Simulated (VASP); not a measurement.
# Cd2O in VASP: a series of runs, part 3 of 3

VASP 6.6.1.

### 4 Single point, PBE

This run uses another cell than the first one, of the same volume but with other edges.

INCAR reads:

```
  ALGO = Normal
  EDIFF = 1E-6
  ENCUT = 520
  GGA = PE
  ISIF = 2
  ISMEAR = 0
  LASPH = T
  LCHARG = T
  LELF = T
  LREAL = F
  LVHAR = T
  LWAVE = F
  NBANDS = 39
  NELM = 80
  PREC = Accurate
  SIGMA = 0.2
```

KPOINTS reads:

```
k-points
0
Gamma
  6 4 4
```

POSCAR reads:

```
Cd2O
1.0
    2.9000050207     -1.6942280902      0.0417272425
    0.0431821014      0.0096914107     -5.1549965347
    2.8810505122      5.0482036462      0.0290152757
Cd O
4 2
Direct
    0.2506722825      0.2756819274      0.4166548273
    0.7505076130      0.2758635105      0.9165737449
    0.2486658486      0.7242634138      0.0835155596
    0.7492777367      0.7242083169      0.5834583728
    0.7502872031      1.0000128624      0.2499353647
    0.2505893163      0.9999699689      0.7498621306
```

Potentials or basis: VASP PAW PBE potentials, release 64 (Cd, O).

The run is started by

```
> cat potpaw_PBE.64/Cd/POTCAR potpaw_PBE.64/O/POTCAR > POTCAR
> mpirun -np 1 vasp_std > vasp.out
```

OUTCAR:

```text
EDIFF = 1E-6
   ENCUT = 520
   GGA = PE
   ISIF = 2
   ISMEAR = 0
   LASPH = T
   LREAL = F
   NELM = 80
   PREC = Accurate

 ion  position               nearest neighbor table
   1  0.251  0.276  0.417-   5 2.39   6 2.40   5 2.42   4 3.00   3 3.01   4 3.03   2 3.34   2 3.34
                             2 3.37   2 3.37   4 3.44   3 3.44   4 3.44
   2  0.751  0.276  0.917-   6 2.39   5 2.40   6 2.42   3 3.00   4 3.01   3 3.03   1 3.34   1 3.34
                             1 3.37   1 3.37   3 3.44   4 3.44   3 3.44
   3  0.249  0.724  0.084-   5 2.39   6 2.40   5 2.41   2 3.00   1 3.01   2 3.03   4 3.34   4 3.34
                             4 3.37   4 3.37   1 3.44   2 3.44   2 3.44
   4  0.749  0.724  0.583-   6 2.39   5 2.40   6 2.41   1 3.00   2 3.01   1 3.03   3 3.34   3 3.34
                             3 3.37   3 3.37   1 3.44   2 3.44   1 3.44
   5  0.750  0.000  0.250-   1 2.39   3 2.39   2 2.40   4 2.40   3 2.41   1 2.42
   6  0.251  1.000  0.750-   2 2.39   4 2.39   1 2.40   3 2.40   4 2.41   2 2.42

  LATTYP: Found a triclinic cell.
 ALAT       =     3.3588955185
 B/A-ratio  =     1.7304922956
 C/A-ratio  =     1.5347862044
 COS(alpha) =     0.0007929447
 COS(beta)  =     0.0061386336
 COS(gamma) =     0.0100665603

  Lattice vectors:

[... 184 lines left out ...]

  energy without entropy =      -16.62859016  energy(sigma->0) =      -16.63477210

 E-fermi :   2.8081     XC(G=0): -11.0879

 val. band max:        2.7724661197   @ k =   0.5000  -0.0000   0.5000
 cond. band min:       2.8798907453   @ k =   0.3333   0.5000   0.0000
 fundamental gap:      0.1074246256
 Fermi energy:         2.8081466311

 k-point     1 :       0.0000    0.0000    0.0000
  band No.  band energies     occupation
      1     -15.4103      2.00000
      2     -15.0751      2.00000
      3      -6.3577      2.00000
      4      -6.2577      2.00000
      5      -6.2307      2.00000
      6      -6.1451      2.00000
[... 997 lines left out ...]
     38       8.6007      0.00000
     39      10.8673      0.00000

 [... further k-points ...]
[... 5 lines left out ...]
  --------------------------------------------------------------------------------------
  -------------------------------------------------------------------------------------
  Total        0.5167992      0.3783576      0.4857781      0.0752860      0.0402751     -0.0473128
  in kB        8.2272691      6.0233248      7.7334226      1.1985279      0.6411664     -0.7532031
  external PRESSURE =       7.3280055 kB  Pullay stress =       0.0000000 kB

 VOLUME and BASIS-vectors are now :
 -----------------------------------------------------------------------------
  energy-cutoff  :      520.00
  volume of cell :      100.64
      direct lattice vectors                 reciprocal lattice vectors
     2.900005021 -1.694228090  0.041727242     0.258578969 -0.147583957  0.001888592
     0.043182101  0.009691411 -5.154996535     0.002581503 -0.000358439 -0.193965601
     2.881050512  5.048203646  0.029015276     0.086776756  0.148560288  0.001006201

 POSITION                                       TOTAL-FORCE (eV/Angst)
 -----------------------------------------------------------------------------------
      1.93926      1.68133     -1.39859         0.018561     -0.004222     -0.052487
      4.82908      3.35819     -1.36416         0.020335     -0.002873     -0.047715
      0.99302      0.00733     -3.72078        -0.015399     -0.000944      0.049816
      3.88516      1.68299     -3.68510        -0.018065      0.001664      0.049880
      2.89591     -0.00943      0.03849        -0.003278      0.001430      0.000431
      2.93028      3.37059     -5.12263        -0.002153      0.004945      0.000074
 -----------------------------------------------------------------------------------
    total drift:                               -0.000041      0.000066     -0.000007

  FREE ENERGIE OF THE ION-ELECTRON SYSTEM (eV)
  ---------------------------------------------------
  free  energy   TOTEN  =       -16.6409540505 eV

  energy  without entropy=      -16.6285901571  energy(sigma->0) =      -16.63477210
```

It took 2 min on 1 thread of Intel Xeon 6975P-C (Granite Rapids), shared host; peak memory 0.31 GiB.

What came out:

* Free energy: -16.6410 eV
* Pressure: 0.7 GPa
* Largest force: 0.056 eV/Å
* Band gap on the k mesh: zero (bands 30 and 31 overlap by 2.75 eV)

Forces in eV/Å, atoms in the order of the input:
```
Cd   0.019 -0.004 -0.052
Cd   0.020 -0.003 -0.048
Cd  -0.015 -0.001  0.050
Cd  -0.018  0.002  0.050
O   -0.003  0.001  0.000
O   -0.002  0.005  0.000
```

Stress tensor (GPa, compression positive):
```
 0.82  0.12 -0.08
 0.12  0.60  0.06
-0.08  0.06  0.77
```

### 5 Relaxation of cell and atoms, PBE

This run uses another cell than the first one, of 18.09 Å³/atom.

INCAR reads:

```
PREC = Accurate
ENCUT = 600
EDIFF = 1E-6
ISMEAR = 0
SIGMA = 0.2
LREAL = F
LASPH = T
NELM = 60
ALGO = Normal
ISIF = 3
LWAVE = F
LCHARG = F
GGA = PE
IBRION = 2
NSW = 36
EDIFFG = -0.08
```

KPOINTS reads:

```
Automatic mesh
0
Gamma
  6 6 2
```

POSCAR reads:

```
Cd2O
1.0
    3.3500000000      0.0000000000      0.0000000000
   -1.6750000000      2.9011851000      0.0000000000
    0.0000000000      0.0000000000     11.1700000000
Cd O
4 2
Direct
    0.0000000000      0.0000000000      0.0000000000
    0.3333333300      0.6666666700      0.7580000000
    0.6666666700      0.3333333300      0.2420000000
    0.0000000000      0.0000000000      0.5000000000
    0.3333333300      0.6666666700      0.1210000000
    0.6666666700      0.3333333300      0.8790000000
```

The run is started by

```
> cat potpaw_PBE.64/Cd/POTCAR potpaw_PBE.64/O/POTCAR > POTCAR
> mpirun -np 1 vasp_std > vasp.out
```

It took 5.7 min on 1 thread of Intel Xeon 6975P-C (Granite Rapids), shared host; peak memory 0.28 GiB.

The run converged. Its results:

```yaml
Free_energy: -16.6701 eV
Relaxed_volume: 17.07 Å³/atom
Relaxed_cell: a = 3.408 Å, b = 3.408 Å, c = 10.181 Å, α = 90.00°, β = 90.00°, γ = 120.00°
Space_group_after_relaxing_to_0.1_Å: P-3m1 (No. 164)
Energy_gained_by_relaxing: 64.1 meV/atom
Ionic_steps: 12
Pressure_after_relaxing: -0.3 GPa
Largest_force_after_relaxing: 0.025 eV/Å
Band_gap_on_the_k_mesh: zero (bands 30 and 31 overlap by 1.26 eV)
```

Forces on the atoms (eV/Å):
```
Cd   0.000  0.000  0.000
Cd   0.000  0.000  0.010
Cd   0.000  0.000 -0.010
Cd   0.000  0.000  0.000
O    0.000  0.000  0.025
O    0.000  0.000 -0.025
```

Stress tensor (GPa, compression positive):
```
-0.50  0.00  0.00
 0.00 -0.50  0.00
 0.00  0.00  0.00
```

The path:
```tsv
step	energy change (eV)	largest force (eV/Å)	pressure (GPa)	volume (Å³)
1	0.0000	0.9187	0.85	108.56
2	-0.0704	0.5807	-1.21	110.07
3	-0.0952	0.3554	-3.16	111.75
4	-0.1368	0.4135	-2.97	110.72
5	-0.2354	0.5790	-2.19	107.65
6	-0.3139	0.8135	0.52	101.54
7	-0.3148	0.7372	-0.34	103.03
8	-0.3170	0.7656	-0.02	102.41
9	-0.3570	0.4975	0.36	101.80
10	-0.3782	0.0750	1.19	100.72
11	-0.3790	0.1017	1.04	100.89
12	-0.3846	0.0253	-0.33	102.41
```

Final structure:
```
CELL_PARAMETERS angstrom
3.40798 0.00000 0.00000
-1.70399 2.95140 0.00000
0.00000 0.00000 10.18144
ATOMIC_POSITIONS crystal
Cd 0.00000 0.00000 0.00000
Cd 0.33333 0.66667 0.72725
Cd 0.66667 0.33333 0.27275
Cd 0.00000 0.00000 0.50000
O 0.33333 0.66667 0.13407
O 0.66667 0.33333 0.86593
```

Levels at points of the mesh, in eV from the Fermi level:
| k point | band 28 | band 29 | band 30 | band 31 | band 32 | band 33 |
| --- | --- | --- | --- | --- | --- | --- |
| (0.00, 0.00, 0.00) | -1.94 | -1.75 | -1.75 | -1.27 | 2.17 | 3.73 |
| (0.50, 0.00, 0.00) | -1.97 | -1.76 | -1.37 | 0.55 | 1.24 | 3.57 |
| (0.00, 0.00, 0.50) | -2.32 | -1.75 | -1.75 | 0.49 | 0.63 | 5.18 |
| (0.50, 0.00, 0.50) | -1.99 | -1.83 | -1.68 | 1.02 | 1.39 | 2.94 |

Caveat: the k points lie up to 0.35 Å⁻¹ apart in the final cell, too coarse for converged energies and pressures of a metal.

### 6 Single point, PBE

This run uses another cell than the first one, of 16.85 Å³/atom.

INCAR reads:

```
SYSTEM = Cd2O
ALGO = Normal
EDIFF = 1E-6
ENCUT = 520
GGA = PE
ISIF = 2
ISMEAR = 0
LASPH = .TRUE.
LCHARG = .FALSE.
LREAL = .FALSE.
LWAVE = .FALSE.
NBANDS = 39
NELM = 100
PREC = Accurate
SIGMA = 0.1
```

KPOINTS reads:

```
k-points
0
G
  12 12 4
  0 0 0
```

POSCAR reads:

```
Cd2O
1.0
    3.3773277763      0.0000000000      0.0000000000
   -1.6886638882      2.9248516512      0.0000000000
    0.0000000000      0.0000000000     10.2359518246
Cd O
4 2
Direct
    0.0000000000      0.0000000000      0.0000000000
    0.3333333333      0.6666666667      0.7281453105
    0.6666666667      0.3333333333      0.2718546895
    0.0000000000      0.0000000000      0.5000000000
    0.3333333333      0.6666666667      0.1346852729
    0.6666666667      0.3333333333      0.8653147271
```

Potentials or basis: VASP PAW PBE potentials, release 64 (Cd, O).

The run is started by

```
> cat potpaw_PBE.64/Cd/POTCAR potpaw_PBE.64/O/POTCAR > POTCAR
> mpirun -np 1 vasp_std > vasp.out
```

It took 2.7 min on 1 thread of Intel Xeon 6975P-C (Granite Rapids), shared host; peak memory 0.37 GiB.

It converged, with:

- Free energy: -16.7436 eV
- Pressure: 0.7 GPa
- Largest force: 0.049 eV/Å
- Band gap on the k mesh: zero (bands 30 and 31 overlap by 1.42 eV)

Forces in eV/Å, atoms in the order of the input:
```
Cd   0.000  0.000  0.000
Cd   0.000  0.000 -0.049
Cd   0.000  0.000  0.049
Cd   0.000  0.000  0.000
O    0.000  0.000  0.007
O    0.000  0.000 -0.007
```

Stress tensor (GPa, compression positive):
```
0.68 0.00 0.00
0.00 0.68 0.00
0.00 0.00 0.78
```

Levels at points of the mesh, in eV from the Fermi level:
| k point | band 28 | band 29 | band 30 | band 31 | band 32 | band 33 |
| --- | --- | --- | --- | --- | --- | --- |
| (0.00, 0.00, 0.00) | -2.02 | -1.74 | -1.74 | -1.29 | 2.18 | 3.64 |
| (0.50, 0.00, 0.00) | -1.98 | -1.77 | -1.33 | 0.54 | 1.28 | 3.59 |
| (0.00, 0.00, 0.50) | -2.32 | -1.75 | -1.75 | 0.47 | 0.61 | 5.10 |
| (0.50, 0.00, 0.50) | -2.00 | -1.83 | -1.63 | 1.02 | 1.42 | 2.97 |

### 7 Overview

```csv
task,cell,k mesh,cutoff (eV),smearing,gap on the mesh (eV),pressure (GPa),largest force (eV/Å)
single point,"a = 3.386, b = 3.386, c = 10.155 Å, angles 90.0, 90.0, 120.0°, 6 atoms, atomic positions A",6 × 6 × 2,520,gaussian 0.2 eV,none,1.0,0.05
single point,"a = 3.362, b = 5.153, c = 5.814 Å, angles 89.9, 89.8, 89.9°, 6 atoms, atomic positions B",6 × 4 × 4,520,gaussian 0.2 eV,none,0.6,0.05
single point,"a = 3.359, b = 5.155, c = 5.813 Å, angles 90.0, 90.6, 90.4°, 6 atoms, atomic positions B",6 × 4 × 4,520,gaussian 0.2 eV,none,0.7,0.06
relaxation of cell and atoms,"relaxed from a = 3.350, b = 3.350, c = 11.170 Å, angles 90.0, 90.0, 120.0°, 6 atoms, atomic positions C",6 × 6 × 2,600,gaussian 0.2 eV,none,-0.3,0.03
single point,"a = 3.377, b = 3.377, c = 10.236 Å, angles 90.0, 90.0, 120.0°, 6 atoms, atomic positions D",12 × 12 × 4,520,gaussian 0.1 eV,none,0.7,0.05
```

Alike in all rows: level PBE; potentials or basis VASP PAW PBE potentials, release 64 (Cd, O); no spin polarisation.

Caveats: some runs use coarse meshes.

Absolute energies hang on the potentials; compare differences alone.
